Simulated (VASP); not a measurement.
# SbC2 (P4/mbm) in VASP: a series of runs

Runs on SbC2. Level: PBE. Tasks: single point, relaxation of cell and atoms.

Program: VASP 6.6.1. These are calculated values, not measurements. Logs are shortened: lines on timing, memory, paths and dates and some standing lists are left out, and cuts for length are marked.

**1. The cell of the first run**

It takes space group P4/mbm (No. 127, tetragonal). Conventional cell: a = 5.753 Å, b = 5.753 Å, c = 2.109 Å, α = 90.00°, β = 90.00°, γ = 90.00°. Sb (site symmetry 4/m) has 2 Sb at 2.11 Å and 4 C at 2.12 Å within 2.8 Å. C (site symmetry m2m) has 7 C at 2.11 to 3.00 Å and 6 Sb at 2.12 to 2.99 Å within 3.0 Å.

The cell was generated, and may not be a known phase.

**2. Single point, PBE**

INCAR

```
PREC     = Accurate       # precision mode
ENCUT    = 520            # plane-wave cutoff, eV
EDIFF    = 1E-6           # SCF threshold, eV
ISMEAR   = 0              # smearing method
SIGMA    = 0.1            # smearing width, eV
LREAL    = False          # projectors in reciprocal space
LASPH    = True           # aspherical terms in the spheres
NELM     = 100            # most SCF steps
ALGO     = Normal         # electronic algorithm
ISIF     = 2              # what is computed and relaxed
LWAVE    = False          # write WAVECAR
LCHARG   = False          # write CHGCAR
GGA      = PE             # functional
NBANDS   = 22             # bands
```

KPOINTS

```
Automatic mesh
0
Gamma
  4 4 8
```

POSCAR

```
SbC2
1.0
    5.7525315400      0.0000000000      0.0000000000
    0.0000000000      5.7525315400      0.0000000000
    0.0000000000      0.0000000000      2.1093641200
Sb C
2 4
Direct
    0.0000000000      0.0000000000      0.0000000000
    0.5000000000      0.5000000000      0.0000000000
    0.1767953900      0.3232046100      0.0000000000
    0.3232046100      0.8232046100      0.0000000000
    0.8232046100      0.6767953900      0.0000000000
    0.6767953900      0.1767953900      0.0000000000
```

Potentials or basis: VASP PAW PBE potentials, release 64 (Sb, C).

Launch:

```bash
> cat potpaw_PBE.64/Sb/POTCAR potpaw_PBE.64/C/POTCAR > POTCAR
> mpirun -np 1 vasp_std > vasp.out
```

OUTCAR:

```text
PREC = Accurate
   ENCUT = 520
   EDIFF = 1E-6
   ISMEAR = 0
   LREAL = False
   LASPH = True
   NELM = 100
   ISIF = 2
   GGA = PE

 ion  position               nearest neighbor table
   1  0.000  0.000  0.000-   3 2.12   4 2.12   5 2.12   6 2.12
   2  0.500  0.500  0.000-   3 2.12   4 2.12   5 2.12   6 2.12
   3  0.177  0.323  0.000-   1 2.12   2 2.12
   4  0.323  0.823  0.000-   1 2.12   2 2.12
   5  0.823  0.677  0.000-   1 2.12   2 2.12
   6  0.677  0.177  0.000-   1 2.12   2 2.12

  LATTYP: Found a simple tetragonal cell.
 ALAT       =     5.7525315400
 C/A-ratio  =     0.3666844945

  Lattice vectors:

 A1 = (   5.7525315400,   0.0000000000,   0.0000000000)
 A2 = (   0.0000000000,   5.7525315400,   0.0000000000)
 A3 = (   0.0000000000,   0.0000000000,   2.1093641200)

Analysis of symmetry for initial positions (statically):
=====================================================================
 Subroutine PRICEL returns:
 Original cell was already a primitive cell.

 Routine SETGRP: Setting up the symmetry group for a
 simple tetragonal supercell.

 Subroutine GETGRP returns: Found 16 space group operations
 (whereof  8 operations were pure point group operations)
 out of a pool of 16 trial point group operations.

The static configuration has the point symmetry C_4h.
 The point group associated with its full space group is D_4h.

Analysis of symmetry for dynamics (positions and initial velocities):
=====================================================================
 Subroutine PRICEL returns:
 Original cell was already a primitive cell.

 Routine SETGRP: Setting up the symmetry group for a
 simple tetragonal supercell.

 Subroutine GETGRP returns: Found 16 space group operations
 (whereof  8 operations were pure point group operations)
 out of a pool of 16 trial point group operations.

The dynamic configuration has the point symmetry C_4h.
 The point group associated with its full space group is D_4h.

 Subroutine INISYM returns: Found 16 space group operations
 (whereof  8 operations are pure point group operations),
 and found     1 'primitive' translations

----------------------------------------------------------------------------------------

                                     Primitive cell

  volume of cell :      69.8023

  direct lattice vectors                    reciprocal lattice vectors
     5.752531540  0.000000000  0.000000000     0.173836509  0.000000000  0.000000000
     0.000000000  5.752531540  0.000000000     0.000000000  0.173836509  0.000000000
     0.000000000  0.000000000  2.109364120     0.000000000  0.000000000  0.474076519

  length of vectors
     5.752531540  5.752531540  2.109364120     0.173836509  0.173836509  0.474076519

  position of ions in fractional coordinates (direct lattice)
     0.000000000  0.000000000  0.000000000
     0.500000000  0.500000000  0.000000000
     0.176795390  0.323204610  0.000000000
     0.323204610  0.823204610  0.000000000
     0.823204610  0.676795390  0.000000000
     0.676795390  0.176795390  0.000000000

  ion indices of the primitive-cell ions
   primitive index   ion index
                 1           1
                 2           2
                 3           3
                 4           4
                 5           5
                 6           6

----------------------------------------------------------------------------------------

 KPOINTS: Automatic mesh

Automatic generation of k-mesh.
 Grid dimensions read from file:
 generate k-points for:    4    4    8

 Generating k-lattice:

  Cartesian coordinates                     Fractional coordinates (reciprocal lattice)
     0.043459127  0.000000000  0.000000000     0.250000000  0.000000000  0.000000000
     0.000000000  0.043459127  0.000000000     0.000000000  0.250000000  0.000000000
     0.000000000  0.000000000  0.059259565     0.000000000  0.000000000  0.125000000

  Length of vectors
     0.043459127  0.043459127  0.059259565

  Shift w.r.t. Gamma in fractional coordinates (k-lattice)
     0.000000000  0.000000000  0.000000000

 Subroutine IBZKPT returns following result:
 ===========================================

 Found     30 irreducible k-points:

 Following reciprocal coordinates:
            Coordinates               Weight
  0.000000  0.000000  0.000000      1.000000
  0.250000  0.000000  0.000000      4.000000
  0.500000  0.000000  0.000000      2.000000
  0.250000  0.250000  0.000000      4.000000
  0.500000  0.250000  0.000000      4.000000
  0.500000  0.500000  0.000000      1.000000
[... 16 lines left out ...]
  0.500000  0.250000  0.375000      8.000000
  0.500000  0.500000  0.375000      2.000000
 [... further k-points ...]
   k-points           NKPTS =     30   k-points in BZ     NKDIM =     30   number of bands    NBANDS=     22
   number of dos      NEDOS =    301   number of ions     NIONS =      6
   total plane-waves  NPLWV =  36864
   dimension x,y,z NGX =    48 NGY =   48 NGZ =   16
   dimension x,y,z NGXF=    96 NGYF=   96 NGZF=   32
   ions per type =               2   4
   NGX,Y,Z   is equivalent  to a cutoff of  13.87, 13.87, 12.61 a.u.
   NGXF,Y,Z  is equivalent  to a cutoff of  27.74, 27.74, 25.22 a.u.
 SYSTEM =  unknown system
   PREC   = accura    normal or accurate (medium, high low for compatibility)
   ISTART =      0    job   : 0-new  1-cont  2-samecut
   ICHARG =      2    charge: 1-file 2-atom 10-const
   ISPIN  =      1    spin polarized calculation?
   LNONCOLLINEAR =      F non collinear calculations
   LSORBIT =      F    spin-orbit coupling
   LASPH  =      T    aspherical Exc in radial PAW
   ENCUT  =  520.0 eV  38.22 Ry    6.18 a.u.  10.70 10.70  3.92*2*pi/ulx,y,z
   NELM   =    100;   NELMIN=  2; NELMDL= -5     # of ELM steps
   EDIFF  = 0.1E-05   stopping-criterion for ELM
   LREAL  =      F    real-space projection
   EDIFFG = 0.1E-04   stopping-criterion for IOM
   NSW    =      0    number of steps for IOM
   IBRION =     -1    ionic relax: 0-MD 1-quasi-New 2-CG
   NFREE  =      0    steps in history (QN), initial steepest desc. (CG)
   ISIF   =      2    stress and relaxation
   ISYM   =      2    0-nonsym 1-usesym 2-fastsym
   POTIM  = 0.5000    time-step for ionic-motion
   TEBEG  =    0.0;   TEEND  =   0.0 temperature during run
   PSTRESS=    0.0 pullay stress
   NELECT =      26.0000    total number of electrons
   NUPDOWN=      -1.0000    fix difference up-down
   EMIN   =  10.00;   EMAX   =-10.00  energy-range for DOS
   EFERMI =   0.00;   METHOD = LEGACY
   ISMEAR =     0;   SIGMA  =   0.10  broadening in eV -4-tet -1-fermi 0-gaus
   EFERMI_NEDOS =   21; number of points for ismear=-14 and -15
   IALGO  =     38    algorithm
   IMIX   =      4    mixing-type and parameters
     AMIX     =   0.40;   BMIX     =  1.00
     AMIX_MAG =   1.60;   BMIX_MAG =  1.00
  volume/ion in A,a.u.               =      11.63        78.51
  Fermi-wavevector in a.u.,A,eV,Ry     =   1.177903  2.225913 18.877469  1.387455
  Thomas-Fermi vector in A             =   2.314241
   LORBIT       =      0    0 simple, 1 ext, 2 COOP (PROOUT), +10 PAW based schemes
   GGA     = PE    functional components
   LHFCALC =     F    Hartree Fock is set to
   AEXX    =    0.0000 exact exchange contribution
   IVDW    =     0    specifies the selected vdW correction
   LEPSILON=     F    determine dielectric tensor
   LRPA    =     F    only Hartree local field effects (RPA)
 non-spin polarized calculation
 Gauss-broadening in eV      SIGMA  =   0.10
  energy-cutoff  :      520.00
  volume of cell :       69.80
 maximum number of plane-waves:      1912
 NGX is ok and might be reduce to    48
   NGX = 21   NGY = 21   NGZ =  7

 number of electron      26.0000000 magnetization

 Free energy of the ion-electron system (eV)
  ---------------------------------------------------
  ext. energy  EPLUGINS =         0.00000000
  ---------------------------------------------------
  free energy    TOTEN  =       -17.49170179 eV

  energy without entropy =      -17.46408603  energy(sigma->0) =      -17.47789391

 E-fermi :   9.6514     XC(G=0): -11.5547

 val. band max:        9.6095251535   @ k =   0.5000   0.2500   0.1250
 cond. band min:       9.6517790502   @ k =   0.2500   0.2500   0.0000
 fundamental gap:      0.0422538966
 Fermi energy:         9.6514240546

 k-point     1 :       0.0000    0.0000    0.0000
  band No.  band energies     occupation
      1      -8.3669      2.00000
      2      -6.1935      2.00000
      3      -3.9207      2.00000
      4      -3.9207      2.00000
      5      -1.7059      2.00000
      6       1.2048      2.00000
[... 14 lines left out ...]
     21      17.3578      0.00000
     22      17.3578      0.00000

 k-point     2 :       0.2500    0.0000    0.0000
  band No.  band energies     occupation
      1      -8.1644      2.00000
      2      -6.7509      2.00000
      3      -3.7094      2.00000
      4      -3.2215      2.00000
      5      -2.2250      2.00000
      6      -0.1937      2.00000
[... 14 lines left out ...]
     21      16.8209      0.00000
     22      16.8519      0.00000

 k-point     3 :       0.5000    0.0000    0.0000
  band No.  band energies     occupation
      1      -7.5845      2.00000
      2      -7.5845      2.00000
      3      -3.1162      2.00000
      4      -3.1162      2.00000
      5      -1.8120      2.00000
      6      -1.8120      2.00000
[... 14 lines left out ...]
     21      16.8376      0.00000
     22      16.8376      0.00000
[... 476 lines left out ...]
 k-point    23 :       0.5000    0.2500    0.3750
  band No.  band energies     occupation
      1      -2.8677      2.00000
      2      -2.8677      2.00000
      3       0.0100      2.00000
      4       0.0100      2.00000
      5       3.0271      2.00000
      6       3.0271      2.00000
[... 14 lines left out ...]
     21      17.4887      0.00000
     22      17.4887      0.00000

 k-point    24 :       0.5000    0.5000    0.3750
  band No.  band energies     occupation
      1      -2.7566      2.00000
      2      -2.7566      2.00000
      3      -0.4294      2.00000
      4      -0.4294      2.00000
      5       3.9639      2.00000
      6       3.9639      2.00000
[... 14 lines left out ...]
     21      17.2623      0.00000
     22      17.2623      0.00000

 [... further k-points ...]

------------------------ aborting loop because EDIFF is reached ----------------------------------------

  FORCE on cell =-STRESS in cart. coord.  units (eV):
  Direction    XX          YY          ZZ          XY          YZ          ZX
  --------------------------------------------------------------------------------------
  -------------------------------------------------------------------------------------
  Total       17.7533329     17.7533329     72.3065542      0.0000000      0.0000000      0.0000000
  in kB      407.4937091    407.4937091   1659.6582778      0.0000000      0.0000000      0.0000000
  external PRESSURE =     824.8818987 kB  Pullay stress =       0.0000000 kB

 VOLUME and BASIS-vectors are now :
 -----------------------------------------------------------------------------
  energy-cutoff  :      520.00
  volume of cell :       69.80
      direct lattice vectors                 reciprocal lattice vectors
     5.752531540  0.000000000  0.000000000     0.173836509  0.000000000  0.000000000
     0.000000000  5.752531540  0.000000000     0.000000000  0.173836509  0.000000000
     0.000000000  0.000000000  2.109364120     0.000000000  0.000000000  0.474076519

 POSITION                                       TOTAL-FORCE (eV/Angst)
 -----------------------------------------------------------------------------------
      0.00000      0.00000      0.00000        -0.000000      0.000000      0.000000
      2.87627      2.87627      0.00000        -0.000000      0.000000      0.000000
      1.01702      1.85924      0.00000        -0.997756      0.997756     -0.000000
      1.85924      4.73551      0.00000         0.997756      0.997756      0.000000
      4.73551      3.89329      0.00000         0.997756     -0.997756      0.000000
      3.89329      1.01702      0.00000        -0.997756     -0.997756      0.000000
 -----------------------------------------------------------------------------------
    total drift:                               -0.000000     -0.000000      0.000000

  FREE ENERGIE OF THE ION-ELECTRON SYSTEM (eV)
  ---------------------------------------------------
  free  energy   TOTEN  =       -17.4917017913 eV

  energy  without entropy=      -17.4640860297  energy(sigma->0) =      -17.47789391
```

It took 59 s on 1 thread of Intel Xeon 8259CL, shared host; peak memory 0.2 GiB.

Results:

```yaml
Free_energy: -17.4917 eV
Pressure: 82.5 GPa
Largest_force: 1.411 eV/Å
Band_gap_on_the_k_mesh: zero (bands 13 and 14 overlap by 2.91 eV)
```

Forces on the atoms (eV/Å):
```
Sb   0.000  0.000  0.000
Sb   0.000  0.000  0.000
C   -0.998  0.998  0.000
C    0.998  0.998  0.000
C    0.998 -0.998  0.000
C   -0.998 -0.998  0.000
```

Levels at points of the mesh, in eV from the Fermi level:
| k point | band 9 | band 10 | band 11 | band 12 | band 13 | band 14 | band 15 | band 16 |
| --- | --- | --- | --- | --- | --- | --- | --- | --- |
| (0.00, 0.00, 0.00) | -5.12 | -1.79 | -0.92 | -0.92 | -0.16 | 2.35 | 2.35 | 2.85 |
| (0.50, 0.00, 0.00) | -3.18 | -3.18 | -2.77 | -2.77 | 0.18 | 0.18 | 4.95 | 4.95 |
| (0.50, 0.50, 0.00) | -3.74 | -3.74 | -1.52 | -1.52 | 0.48 | 0.48 | 3.10 | 3.10 |
| (0.00, 0.00, 0.50) | -4.86 | -4.50 | -3.35 | -3.35 | -2.14 | -0.66 | 1.02 | 1.19 |
| (0.50, 0.00, 0.50) | -4.69 | -4.69 | -3.39 | -3.39 | -1.19 | -1.19 | 0.82 | 0.82 |
| (0.50, 0.50, 0.50) | -2.95 | -2.95 | -2.89 | -2.89 | -2.23 | -2.23 | 0.45 | 0.45 |

Caveat: the k points lie up to 0.37 Å⁻¹ apart, too coarse for converged energies and pressures of a metal; spin-orbit coupling is left out, which moves the levels of the heavy elements; forces of over 1 eV/Å act on the atoms, so gaps and moduli don't describe the material at rest.

**3. Single point, PBE**

This run uses another cell than the first one, of 15.28 Å³/atom.

INCAR

```
ALGO     = Normal         # electronic algorithm
EDIFF    = 1E-6           # SCF threshold, eV
ENCUT    = 520            # plane-wave cutoff, eV
GGA      = PE             # functional
ISIF     = 2              # what is computed and relaxed
ISMEAR   = 0              # smearing method
LASPH    = T              # aspherical terms in the spheres
LCHARG   = F              # write CHGCAR
LREAL    = F              # projectors in reciprocal space
LWAVE    = F              # write WAVECAR
NBANDS   = 22             # bands
NELM     = 100            # most SCF steps
PREC     = Accurate       # precision mode
SIGMA    = 0.1            # smearing width, eV
```

KPOINTS

```
k-points
0
Gamma
  4 4 8
```

POSCAR

```
SbC2
1.0
    5.3423960636      0.0000000000      0.0000000000
    0.0000000000      5.3423960636      0.0000000000
    0.0000000000      0.0000000000      3.2132326561
Sb C
2 4
Direct
    0.0000000000      0.0000000000      0.0000000000
    0.5000000000      0.5000000000      0.0000000000
    0.0854674112      0.4145325888      0.0000000000
    0.4145325888      0.9145325888      0.0000000000
    0.9145325888      0.5854674112      0.0000000000
    0.5854674112      0.0854674112      0.0000000000
```

Potentials or basis: VASP PAW PBE potentials, release 64 (Sb, C).

Launch:

```bash
> cat potpaw_PBE.64/Sb/POTCAR potpaw_PBE.64/C/POTCAR > POTCAR
> mpirun -np 1 vasp_std > vasp.out
```

Run time: 81 s. Hardware: 1 thread of Intel Xeon 8259CL, shared host; peak memory 0.21 GiB.

It converged, with:

```
Free energy            : -38.0496 eV
Pressure               : 0.3 GPa
Largest force          : 0.049 eV/Å
Band gap on the k mesh : zero (bands 13 and 14 overlap by 5.23 eV)
```

Forces in eV/Å, atoms in the order of the input:
```
Sb   0.000  0.000  0.000
Sb   0.000  0.000  0.000
C    0.035 -0.035  0.000
C   -0.035 -0.035  0.000
C   -0.035  0.035  0.000
C    0.035  0.035  0.000
```

Stress tensor (GPa, compression positive):
```
0.42 0.00 0.00
0.00 0.42 0.00
0.00 0.00 0.09
```

Levels at points of the mesh, in eV from the Fermi level:
| k point | band 10 | band 11 | band 12 | band 13 | band 14 | band 15 | band 16 | band 17 |
| --- | --- | --- | --- | --- | --- | --- | --- | --- |
| (0.00, 0.00, 0.00) | -2.73 | -1.81 | 0.28 | 2.83 | 4.31 | 4.31 | 4.51 | 4.59 |
| (0.50, 0.00, 0.00) | -3.11 | -2.18 | -2.18 | 1.74 | 1.74 | 3.11 | 3.11 | 5.14 |
| (0.50, 0.50, 0.00) | -2.43 | -2.02 | -2.02 | -1.33 | -1.33 | 2.30 | 2.30 | 4.71 |
| (0.00, 0.00, 0.50) | -4.01 | -3.11 | -3.01 | -0.70 | 0.81 | 0.81 | 1.87 | 3.16 |
| (0.50, 0.00, 0.50) | -3.80 | -2.47 | -2.47 | -2.40 | -2.40 | 1.88 | 1.88 | 3.19 |
| (0.50, 0.50, 0.50) | -4.15 | -4.11 | -4.11 | -1.60 | -1.60 | 0.26 | 0.26 | 3.54 |

Caveat: spin-orbit coupling is left out, which moves the levels of the heavy elements.

[end of part 1 of 2]

The gap in the log of VASP goes by the Fermi energy; the results here count the filled bands.